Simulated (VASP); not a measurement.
# Os (P6_3/mmc) in VASP: notebook

Runs on Os. Level: LDA. Tasks: single point.

Everything below comes from runs of VASP 6.6.1. Logs are shortened: lines on timing, memory, paths and dates and some standing lists are left out, and cuts for length are marked.

**1. The cell of the first run**

Symmetry: P6_3/mmc, No. 194, hexagonal system. The conventional cell has a = 2.718 Å, b = 2.718 Å, c = 4.284 Å, α = 90.00°, β = 90.00°, γ = 120.00°. Os (site symmetry -6m2) has 12 Os at 2.66 to 2.72 Å within 3.5 Å.

**2. Single point, LDA**

The input, INCAR:

```
SYSTEM = Os
  ALGO = Normal
  EDIFF = 1E-6
  ENCUT = 500
  GGA = CA
  GGA_COMPAT = .False.
  ISIF = 2
  ISMEAR = -1
  LASPH = .True.
  LCHARG = .False.
  LREAL = .False.
  LWAVE = .False.
  NBANDS = 23
  NELM = 120
  PREC = Accurate
  SIGMA = 0.1
```

The input, KPOINTS:

```
k-points
0
Gamma
  13 13 8
  0 0 0
```

The input, POSCAR:

```
Os
1.0
    2.7175247593      0.0000000000      0.0000000000
   -1.3587623796      2.3534454770      0.0000000000
    0.0000000000      0.0000000000      4.2844606214
Os
2
Direct
    0.3333333333      0.6666666667      0.2500000000
    0.6666666667      0.3333333333      0.7500000000
```

Potentials or basis: VASP PAW LDA potentials, release 64 (Os_sv_GW).

Started as:

```bash
cat potpaw_LDA.64/Os_sv_GW/POTCAR > POTCAR
mpirun -np 1 vasp_std > vasp.out
```

OUTCAR:

```text
SYSTEM = Os
   EDIFF = 1E-6
   ENCUT = 500
   GGA = CA
   ISIF = 2
   ISMEAR = -1
   LASPH = .True.
   LREAL = .False.
   NELM = 120
   PREC = Accurate

 ion  position               nearest neighbor table
   1  0.333  0.667  0.250-   2 2.66   2 2.66   2 2.66   2 2.66   2 2.66   2 2.66
   2  0.667  0.333  0.750-   1 2.66   1 2.66   1 2.66   1 2.66   1 2.66   1 2.66

  LATTYP: Found a hexagonal cell.
 ALAT       =     2.7175247593
 C/A-ratio  =     1.5766040794

  Lattice vectors:

 A1 = (   2.7175247593,   0.0000000000,   0.0000000000)
 A2 = (  -1.3587623796,   2.3534454770,   0.0000000000)
 A3 = (   0.0000000000,   0.0000000000,   4.2844606214)

Analysis of symmetry for initial positions (statically):
=====================================================================
 Subroutine PRICEL returns:
 Original cell was already a primitive cell.

 Routine SETGRP: Setting up the symmetry group for a
 hexagonal supercell.

 Subroutine GETGRP returns: Found 24 space group operations
 (whereof 12 operations were pure point group operations)
 out of a pool of 24 trial point group operations.

The static configuration has the point symmetry D_3d.
 The point group associated with its full space group is D_6h.

Analysis of symmetry for dynamics (positions and initial velocities):
=====================================================================
 Subroutine PRICEL returns:
 Original cell was already a primitive cell.

 Routine SETGRP: Setting up the symmetry group for a
 hexagonal supercell.

 Subroutine GETGRP returns: Found 24 space group operations
 (whereof 12 operations were pure point group operations)
 out of a pool of 24 trial point group operations.

The dynamic configuration has the point symmetry D_3d.
 The point group associated with its full space group is D_6h.

 Subroutine INISYM returns: Found 24 space group operations
 (whereof 12 operations are pure point group operations),
 and found     1 'primitive' translations

----------------------------------------------------------------------------------------

                                     Primitive cell

  volume of cell :      27.4015

  direct lattice vectors                    reciprocal lattice vectors
     2.717524759  0.000000000  0.000000000     0.367981928  0.212454465  0.000000000
    -1.358762380  2.353445477  0.000000000     0.000000000  0.424908930  0.000000000
     0.000000000  0.000000000  4.284460621     0.000000000  0.000000000  0.233401608

  length of vectors
     2.717524759  2.717524759  4.284460621     0.424908930  0.424908930  0.233401608

  position of ions in fractional coordinates (direct lattice)
     0.333333333  0.666666667  0.250000000
     0.666666667  0.333333333  0.750000000

  ion indices of the primitive-cell ions
   primitive index   ion index
                 1           1
                 2           2

----------------------------------------------------------------------------------------

 KPOINTS: k-points

Automatic generation of k-mesh.
 Grid dimensions read from file:
 generate k-points for:   13   13    8

 Generating k-lattice:

  Cartesian coordinates                     Fractional coordinates (reciprocal lattice)
     0.028306302  0.016342651  0.000000000     0.076923077  0.000000000  0.000000000
     0.000000000  0.032685302  0.000000000     0.000000000  0.076923077  0.000000000
     0.000000000  0.000000000  0.029175201     0.000000000  0.000000000  0.125000000

  Length of vectors
     0.032685302  0.032685302  0.029175201

  Shift w.r.t. Gamma in fractional coordinates (k-lattice)
     0.000000000  0.000000000  0.000000000

 Subroutine IBZKPT returns following result:
 ===========================================

 Found    105 irreducible k-points:

 Following reciprocal coordinates:
            Coordinates               Weight
  0.000000  0.000000  0.000000      1.000000
  0.076923  0.000000  0.000000      6.000000
  0.153846 -0.000000  0.000000      6.000000
  0.230769 -0.000000  0.000000      6.000000
  0.307692 -0.000000  0.000000      6.000000
  0.384615 -0.000000  0.000000      6.000000
[... 16 lines left out ...]
  0.076923  0.000000  0.125000     12.000000
  0.153846 -0.000000  0.125000     12.000000
 [... further k-points ...]
   k-points           NKPTS =    105   k-points in BZ     NKDIM =    105   number of bands    NBANDS=     23
   number of dos      NEDOS =    301   number of ions     NIONS =      2
   total plane-waves  NPLWV =  12800
   dimension x,y,z NGX =    20 NGY =   20 NGZ =   32
   dimension x,y,z NGXF=    40 NGYF=   40 NGZF=   64
   ions per type =               2
   NGX,Y,Z   is equivalent  to a cutoff of  12.24, 12.24, 12.42 a.u.
   NGXF,Y,Z  is equivalent  to a cutoff of  24.47, 24.47, 24.83 a.u.
 SYSTEM =  Os
   PREC   = accura    normal or accurate (medium, high low for compatibility)
   ISTART =      0    job   : 0-new  1-cont  2-samecut
   ICHARG =      2    charge: 1-file 2-atom 10-const
   ISPIN  =      1    spin polarized calculation?
   LNONCOLLINEAR =      F non collinear calculations
   LSORBIT =      F    spin-orbit coupling
   LASPH  =      T    aspherical Exc in radial PAW
   ENCUT  =  500.0 eV  36.75 Ry    6.06 a.u.   4.95  4.95  7.81*2*pi/ulx,y,z
   NELM   =    120;   NELMIN=  2; NELMDL= -5     # of ELM steps
   EDIFF  = 0.1E-05   stopping-criterion for ELM
   LREAL  =      F    real-space projection
   EDIFFG = 0.1E-04   stopping-criterion for IOM
   NSW    =      0    number of steps for IOM
   IBRION =     -1    ionic relax: 0-MD 1-quasi-New 2-CG
   NFREE  =      0    steps in history (QN), initial steepest desc. (CG)
   ISIF   =      2    stress and relaxation
   ISYM   =      2    0-nonsym 1-usesym 2-fastsym
   POTIM  = 0.5000    time-step for ionic-motion
   TEBEG  =    0.0;   TEEND  =   0.0 temperature during run
   PSTRESS=    0.0 pullay stress
   NELECT =      32.0000    total number of electrons
   NUPDOWN=      -1.0000    fix difference up-down
   EMIN   =  10.00;   EMAX   =-10.00  energy-range for DOS
   EFERMI =   0.00;   METHOD = LEGACY
   ISMEAR =    -1;   SIGMA  =   0.10  broadening in eV -4-tet -1-fermi 0-gaus
   EFERMI_NEDOS =   21; number of points for ismear=-14 and -15
   IALGO  =     38    algorithm
   IMIX   =      4    mixing-type and parameters
     AMIX     =   0.40;   BMIX     =  1.00
     AMIX_MAG =   1.60;   BMIX_MAG =  1.00
  volume/ion in A,a.u.               =      13.70        92.46
  Fermi-wavevector in a.u.,A,eV,Ry     =   1.723985  3.257860 40.438219  2.972125
  Thomas-Fermi vector in A             =   2.799759
   LORBIT       =      0    0 simple, 1 ext, 2 COOP (PROOUT), +10 PAW based schemes
   GGA     = CA    functional components
   LHFCALC =     F    Hartree Fock is set to
   AEXX    =    0.0000 exact exchange contribution
   IVDW    =     0    specifies the selected vdW correction
   LEPSILON=     F    determine dielectric tensor
   LRPA    =     F    only Hartree local field effects (RPA)
 non-spin polarized calculation
  energy-cutoff  :      500.00
  volume of cell :       27.40
 maximum number of plane-waves:       716
 NGX is ok and might be reduce to    20
   NGX =  9   NGY =  9   NGZ = 15

 number of electron      32.0000001 magnetization

 Free energy of the ion-electron system (eV)
  ---------------------------------------------------
  ext. energy  EPLUGINS =         0.00000000
  ---------------------------------------------------
  free energy    TOTEN  =       -27.63200721 eV

  energy without entropy =      -27.59366428  energy(sigma->0) =      -27.61283575

 E-fermi :  13.9915     XC(G=0): -14.9446

 val. band max:       13.9798150642   @ k =   0.3077   0.0769   0.2500
 cond. band min:      13.9986496955   @ k =   0.1538   0.0769   0.3750
 fundamental gap:      0.0188346313
 Fermi energy:        13.9914633748

 k-point     1 :       0.0000    0.0000    0.0000
  band No.  band energies     occupation
      1     -72.3109      2.00000
      2     -72.1800      2.00000
      3     -32.6121      2.00000
      4     -31.5878      2.00000
      5     -31.5878      2.00000
      6     -31.3925      2.00000
[... 15 lines left out ...]
     22      27.2935      0.00000
     23      29.7741      0.00000

 k-point     2 :       0.0769    0.0000    0.0000
  band No.  band energies     occupation
      1     -72.3056      2.00000
      2     -72.1781      2.00000
      3     -32.5901      2.00000
      4     -31.6351      2.00000
      5     -31.6038      2.00000
      6     -31.4421      2.00000
[... 15 lines left out ...]
     22      27.8126      0.00000
     23      30.0890      0.00000

 k-point     3 :       0.1538   -0.0000    0.0000
  band No.  band energies     occupation
      1     -72.2907      2.00000
      2     -72.1725      2.00000
      3     -32.5253      2.00000
      4     -31.7640      2.00000
      5     -31.6465      2.00000
      6     -31.5766      2.00000
[... 15 lines left out ...]
     22      29.0845      0.00000
     23      30.6829      0.00000

 k-point     4 :       0.2308   -0.0000    0.0000
  band No.  band energies     occupation
      1     -72.2686      2.00000
      2     -72.1659      2.00000
      3     -32.4272      2.00000
      4     -31.9468      2.00000
      5     -31.7590      2.00000
      6     -31.7048      2.00000
[... 15 lines left out ...]
     22      28.8107      0.00000
     23      29.8234      0.00000

 k-point     5 :       0.3077   -0.0000    0.0000
  band No.  band energies     occupation
      1     -72.2433      2.00000
      2     -72.1603      2.00000
      3     -32.3069      2.00000
      4     -32.1397      2.00000
      5     -31.9455      2.00000
      6     -31.7637      2.00000
[... 434 lines left out ...]
 k-point    22 :       0.0000    0.0000    0.1250
  band No.  band energies     occupation
      1     -72.3061      2.00000
      2     -72.1852      2.00000
      3     -32.5667      2.00000
      4     -31.5805      2.00000
      5     -31.5805      2.00000
      6     -31.4000      2.00000
[... 15 lines left out ...]
     22      26.8862      0.00000
     23      30.4523      0.00000

 k-point    23 :       0.0769    0.0000    0.1250
  band No.  band energies     occupation
      1     -72.3008      2.00000
      2     -72.1828      2.00000
      3     -32.5459      2.00000
      4     -31.6260      2.00000
      5     -31.5959      2.00000
      6     -31.4673      2.00000
[... 15 lines left out ...]
     22      27.3976      0.00000
     23      30.7369      0.00000

 k-point    24 :       0.1538   -0.0000    0.1250
  band No.  band energies     occupation
      1     -72.2863      2.00000
      2     -72.1771      2.00000
      3     -32.4896      2.00000
      4     -31.7520      2.00000
      5     -31.6379      2.00000
      6     -31.6086      2.00000
[... 15 lines left out ...]
     22      28.7032      0.00000
     23      30.7359      0.00000

 [... further k-points ...]

------------------------ aborting loop because EDIFF is reached ----------------------------------------

  FORCE on cell =-STRESS in cart. coord.  units (eV):
  Direction    XX          YY          ZZ          XY          YZ          ZX
  --------------------------------------------------------------------------------------
  -------------------------------------------------------------------------------------
  Total       -0.0801194     -0.0801194     -0.1678304     -0.0000000      0.0000000      0.0000000
  in kB       -4.6846211     -4.6846211     -9.8131258     -0.0000000      0.0000000      0.0000000
  external PRESSURE =      -6.3941227 kB  Pullay stress =       0.0000000 kB

 VOLUME and BASIS-vectors are now :
 -----------------------------------------------------------------------------
  energy-cutoff  :      500.00
  volume of cell :       27.40
      direct lattice vectors                 reciprocal lattice vectors
     2.717524759  0.000000000  0.000000000     0.367981928  0.212454465  0.000000000
    -1.358762380  2.353445477  0.000000000     0.000000000  0.424908930  0.000000000
     0.000000000  0.000000000  4.284460621     0.000000000  0.000000000  0.233401608

 POSITION                                       TOTAL-FORCE (eV/Angst)
 -----------------------------------------------------------------------------------
     -0.00000      1.56896      1.07112         0.000000      0.000000      0.000000
      1.35876      0.78448      3.21335        -0.000000     -0.000000      0.000000
 -----------------------------------------------------------------------------------
    total drift:                               -0.000000      0.000000     -0.000000

  FREE ENERGIE OF THE ION-ELECTRON SYSTEM (eV)
  ---------------------------------------------------
  free  energy   TOTEN  =       -27.6320072122 eV

  energy  without entropy=      -27.5936642793  energy(sigma->0) =      -27.61283575
```

Run time: 25 s. Hardware: 1 thread of Intel Xeon Platinum 8488C (Sapphire Rapids), shared host; peak memory 0.17 GiB.

What came out:

| Property | Result |
| --- | --- |
| Free energy | -27.6320 eV |
| Pressure | -0.6 GPa |
| Band gap on the k mesh | zero (bands 16 and 17 overlap by 3.96 eV) |

Caveat: spin-orbit coupling is left out, which moves the levels of the heavy elements.

**3. Single point, LDA (15.34 Å³/atom)**

This run uses another cell than the first one, of 15.34 Å³/atom.

The input, INCAR:

```
ALGO     = Normal         # electronic algorithm
EDIFF    = 1E-7           # SCF threshold, eV
ENCUT    = 520            # plane-wave cutoff, eV
GGA      = CA             # functional
ISIF     = 2              # what is computed and relaxed
ISMEAR   = -1             # smearing method
LASPH    = T              # aspherical terms in the spheres
LCHARG   = F              # write CHGCAR
LREAL    = F              # projectors in reciprocal space
LWAVE    = F              # write WAVECAR
NBANDS   = 15             # bands
NELM     = 100            # most SCF steps
PREC     = Accurate       # precision mode
SIGMA    = 0.1            # smearing width, eV
```

The input, KPOINTS:

```
k-points
0
Gamma
  22 22 12
```

The input, POSCAR:

```
Os
1.0
    2.8221462570      0.0000000000      0.0000000000
   -1.4110731285      2.4440503517      0.0000000000
    0.0000000000      0.0000000000      4.4494073006
Os
2
Direct
    0.3333333333      0.6666666667      0.2500000000
    0.6666666667      0.3333333333      0.7500000000
```

Potentials or basis: VASP PAW LDA potentials, release 64 (Os).

Started as:

```bash
cat potpaw_LDA.64/Os/POTCAR > POTCAR
mpirun -np 1 vasp_std > vasp.out
```

OUTCAR:

```text
EDIFF = 1E-7
   ENCUT = 520
   GGA = CA
   ISIF = 2
   ISMEAR = -1
   LASPH = T
   LREAL = F
   NELM = 100
   PREC = Accurate

 ion  position               nearest neighbor table
   1  0.333  0.667  0.250-   2 2.76   2 2.76   2 2.76   2 2.76   2 2.76   2 2.76
   2  0.667  0.333  0.750-   1 2.76   1 2.76   1 2.76   1 2.76   1 2.76   1 2.76

  LATTYP: Found a hexagonal cell.
 ALAT       =     2.8221462570
 C/A-ratio  =     1.5766040791

  Lattice vectors:

 A1 = (   2.8221462570,   0.0000000000,   0.0000000000)
 A2 = (  -1.4110731285,   2.4440503517,   0.0000000000)
 A3 = (   0.0000000000,   0.0000000000,   4.4494073006)

Analysis of symmetry for initial positions (statically):
=====================================================================
 Subroutine PRICEL returns:
 Original cell was already a primitive cell.

 Routine SETGRP: Setting up the symmetry group for a
 hexagonal supercell.

 Subroutine GETGRP returns: Found 24 space group operations
 (whereof 12 operations were pure point group operations)
 out of a pool of 24 trial point group operations.

[... 176 lines left out ...]
      4       5.3504      2.00000
      5       5.5776      2.00000
      6       6.0729      2.00000
      7       6.0729      2.00000
      8       6.6176      2.00000
      9       6.6176      2.00000
     10       8.1961      0.29662
     11       9.4629      0.00000
     12       9.4629      0.00000
     13      16.0442      0.00000
     14      22.1366      0.00000
[... 401 lines left out ...]
      2       2.1541      2.00000
      3       4.1257      2.00000
      4       4.8003      2.00000
      5       5.4952      2.00000
      6       5.6777      2.00000
      7       6.5835      2.00000
      8       6.6111      2.00000
      9       6.6832      2.00000
     10       7.3175      1.99825
     11       9.8433      0.00000
     12      13.6142      0.00000
     13      15.8182      0.00000
     14      23.0652      0.00000
     15      23.9094      0.00000

 [... further k-points ...]

------------------------ aborting loop because EDIFF is reached ----------------------------------------

  FORCE on cell =-STRESS in cart. coord.  units (eV):
  Direction    XX          YY          ZZ          XY          YZ          ZX
  --------------------------------------------------------------------------------------
  -------------------------------------------------------------------------------------
  Total       -7.2276322     -7.2276322     -7.6325166      0.0000000      0.0000000      0.0000000
  in kB     -377.3243179   -377.3243179   -398.4616319      0.0000000      0.0000000      0.0000000
  external PRESSURE =    -384.3700892 kB  Pullay stress =       0.0000000 kB

 VOLUME and BASIS-vectors are now :
 -----------------------------------------------------------------------------
  energy-cutoff  :      520.00
  volume of cell :       30.69
      direct lattice vectors                 reciprocal lattice vectors
     2.822146257  0.000000000  0.000000000     0.354340246  0.204578437  0.000000000
    -1.411073128  2.444050352  0.000000000     0.000000000  0.409156873  0.000000000
     0.000000000  0.000000000  4.449407301     0.000000000  0.000000000  0.224749036

 POSITION                                       TOTAL-FORCE (eV/Angst)
 -----------------------------------------------------------------------------------
     -0.00000      1.62937      1.11235        -0.000000      0.000000      0.000000
      1.41107      0.81468      3.33706         0.000000     -0.000000      0.000000
 -----------------------------------------------------------------------------------
    total drift:                               -0.000000      0.000000     -0.000000

  FREE ENERGIE OF THE ION-ELECTRON SYSTEM (eV)
  ---------------------------------------------------
  free  energy   TOTEN  =       -24.9014044058 eV

  energy  without entropy=      -24.8561610678  energy(sigma->0) =      -24.87878274
```

OSZICAR:

```text
N       E                     dE             d eps       ncg     rms          rms(c)
DAV:   1     0.893108905760E+02    0.89311E+02   -0.74197E+03 10928   0.101E+03
DAV:   2    -0.220930095631E+02   -0.11140E+03   -0.97718E+02 11354   0.307E+02
DAV:   3    -0.266315929583E+02   -0.45386E+01   -0.43676E+01 14518   0.537E+01
DAV:   4    -0.266679862792E+02   -0.36393E-01   -0.36280E-01 12146   0.493E+00
DAV:   5    -0.266681682081E+02   -0.18193E-03   -0.18192E-03 14575   0.328E-01    0.270E+01
DAV:   6    -0.252175523527E+02    0.14506E+01   -0.15663E+00 13377   0.106E+01    0.103E+01
DAV:   7    -0.249117737890E+02    0.30578E+00   -0.67931E-01 14155   0.684E+00    0.689E-01
DAV:   8    -0.249036013001E+02    0.81725E-02   -0.58984E-03 11193   0.531E-01    0.297E-01
DAV:   9    -0.249014041810E+02    0.21971E-02   -0.10199E-03 13622   0.304E-01    0.495E-02
DAV:  10    -0.249014112686E+02   -0.70876E-05   -0.20436E-05 13531   0.350E-02    0.227E-02
DAV:  11    -0.249014045189E+02    0.67497E-05   -0.20020E-06 12880   0.140E-02    0.246E-03
DAV:  12    -0.249014044065E+02    0.11244E-06   -0.61385E-08  9562   0.264E-03    0.209E-04
DAV:  13    -0.249014044058E+02    0.66143E-09   -0.96026E-09  7280   0.858E-04
   1 F= -.24901404E+02 E0= -.24878783E+02  d E =-.452433E-01
```

stdout:

```text
POSCAR found type information on POSCAR Os
 POSCAR found :  1 types and       2 ions
 scaLAPACK will be used
 LDA part: xc-table for (Slater(with rela. corr.)+CA(PZ))
 , standard interpolation
 POSCAR, INCAR and KPOINTS ok, starting setup
 FFT: planning ... GRIDC
 FFT: planning ... GRID_SOFT
 FFT: planning ... GRID
 WAVECAR not read
 entering main loop
```

Run time: 89 s. Hardware: 1 thread of Intel Xeon 6975P-C (Granite Rapids), shared host; peak memory 0.25 GiB.

What came out:

```yaml
Free_energy: -24.9014 eV
Pressure: -38.4 GPa
Band_gap_on_the_k_mesh: zero (bands 8 and 9 overlap by 3.35 eV)
```

Caveat: the cell stands under tension; spin-orbit coupling is left out, which moves the levels of the heavy elements.

[end of part 1 of 2]
